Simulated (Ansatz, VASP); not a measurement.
Two plane-wave programs on Si

The input INCAR:

```
SYSTEM = Si
PREC = Accurate
ENCUT = 520
EDIFF = 1E-6
ISMEAR = 0
SIGMA = 0.15
LREAL = .False.
LASPH = .True.
NELM = 60
ALGO = Normal
ISIF = 2
LWAVE = .False.
LCHARG = .True.
GGA = CA
LELF = .True.
LVHAR = .True.
NBANDS = 26
```

KPOINTS

```
Automatic mesh
0
Gamma
  12 12 12
  0 0 0
```

POSCAR

```
Si
1.0
    4.6594203132      2.6901175721      2.0076694239
   -4.6594203132      2.6901175721      2.0076694239
    0.0000000000     -5.3802351441      2.0076694240
Si
8
Direct
    0.0230438192      0.7214117077      0.5254377641
    0.9769561808      0.2785882923      0.4745622359
    0.7155636601      0.7155636601      0.7155636601
    0.2785882923      0.4745622359      0.9769561808
    0.4745622359      0.9769561808      0.2785882923
    0.7214117077      0.5254377641      0.0230438192
    0.2844363399      0.2844363399      0.2844363399
    0.5254377641      0.0230438192      0.7214117077
```

Input for Ansatz:

```yaml
crystal:
  lattice:
    - [4.6594203132, 2.6901175721, 2.0076694239]
    - [-4.6594203132, 2.6901175721, 2.0076694239]
    - [0.0, -5.3802351441, 2.007669424]
  atoms:
    - { symbol: Si, position: [0.0230438192, 0.7214117077, 0.5254377641] }
    - { symbol: Si, position: [0.9769561808, 0.2785882923, 0.4745622359] }
    - { symbol: Si, position: [0.7155636601, 0.7155636601, 0.7155636601] }
    - { symbol: Si, position: [0.2785882923, 0.4745622359, 0.9769561808] }
    - { symbol: Si, position: [0.4745622359, 0.9769561808, 0.2785882923] }
    - { symbol: Si, position: [0.7214117077, 0.5254377641, 0.0230438192] }
    - { symbol: Si, position: [0.2844363399, 0.2844363399, 0.2844363399] }
    - { symbol: Si, position: [0.5254377641, 0.0230438192, 0.7214117077] }
basis:
  ecutwfc: 420
kpoints:
  mp_grid: { grid: [12, 12, 12] }
hamiltonian:
  xc: lda
scf:
  occupations: { method: gaussian, width: 0.15 }
output:
  forces: true
  stress: true
  eigenvalues: true
```

Change from the starting cell: strain +0.000 along x and y, +0.080 along z, atoms carried along.

Alike in both runs: task single point; functional LDA; k mesh 12 × 12 × 12; occupations gaussian, width 0.15 eV; no spin polarisation.

```csv
,VASP,Ansatz
version,VASP 6.6.1,Ansatz 0.2.0
potentials or method,"VASP PAW LDA potentials, release 64 (Si), cutoff 520 eV","scalar-relativistic, plane waves, PAW"
valence electrons in the cell,32,32
```

VASP gave:

| Item | Value |
| --- | --- |
| gap on the k mesh at the Fermi level (eV) | none |
| pressure (GPa) | -6.4 |
| traceless stress, the component that is largest in VASP (GPa) | -7.94 |
| rms of the force components (eV/Å) | 0.316 |

Question: Which values does Ansatz return?

Answer: gap on the k mesh at the Fermi level (eV): none; pressure (GPa): -6.4; traceless stress, the component that is largest in VASP (GPa): -7.91; rms of the force components (eV/Å): 0.317.

LDA's correlation is that of Perdew and Zunger in VASP and of Perdew and Wang (1992) in Ansatz. Atom by atom the forces differ by 0.004 eV/Å (rms over components). A gap of «none» marks a metal or a gap that the smearing closes.
